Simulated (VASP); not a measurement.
Set up this calculation in VASP 6.6.1, as the native input.

```
Task                   : relaxation of cell and atoms
Functional             : PBE
Potentials or basis    : VASP PAW PBE potentials, release 64 (Ru_pv)
Cutoff                 : 600 eV
k mesh                 : 18 × 18 × 17
Occupations            : fermi-dirac, width 0.08 eV
Spin                   : no spin polarisation
Target pressure        : 93 GPa
Dipole correction      : no
Further INCAR settings : ALGO = Normal; EDIFF = 1e-07; IBRION = 2; EDIFFG = -0.005; NSW = 60; ISIF = 3
```

The structure of Ru lies in POSCAR:

```
Ru
1.0
    2.4462897466      0.0000000000      0.0000000000
   -1.2231448733      2.1185490656      0.0000000000
    0.0000000000      0.0000000000      2.2995123618
Ru
1
Direct
    0.0000000000      0.0000000000      0.0000000000
```

This isn't the form of Ru at room conditions, which is hcp.

The input as run:

INCAR

```
SYSTEM = Ru
ALGO = Normal
EDIFF = 1E-7
EDIFFG = -0.005
ENCUT = 600
GGA = PE
IBRION = 2
ISIF = 3
ISMEAR = -1
LASPH = .True.
LCHARG = .False.
LREAL = .False.
LWAVE = .False.
NELM = 80
NSW = 60
PREC = Accurate
PSTRESS = 930.0
SIGMA = 0.08
```

KPOINTS

```
k-points
0
Gamma
  18 18 17
  0 0 0
```

Potentials or basis: VASP PAW PBE potentials, release 64 (Ru_pv).

The run is started by

```bash
$ cat potpaw_PBE.64/Ru_pv/POTCAR > POTCAR
$ mpirun -np 1 vasp_std > vasp.out
```

Results of the run:

```yaml
Relaxed_volume: 12.04 Å³/atom
Relaxed_cell: a = 2.464 Å, b = 2.464 Å, c = 2.290 Å, α = 90.00°, β = 90.00°, γ = 120.00°
Space_group_after_relaxing_to_0.1_Å: P6/mmm (No. 191)
Energy_change_on_relaxing_the_run_minimises_the_enthalpy: -77.0 meV/atom
Ionic_steps: 6
Pressure_after_relaxing: 93.0 GPa
Band_gap_on_the_k_mesh: zero (bands 7 and 8 overlap by 5.04 eV)
```

Caveat: the cell is relaxed towards a set pressure, so the run minimises the enthalpy, not the energy.

Wall time 4.3 min on 1 thread of Intel Xeon 8259CL (shared host), peak memory 0.18 GiB.
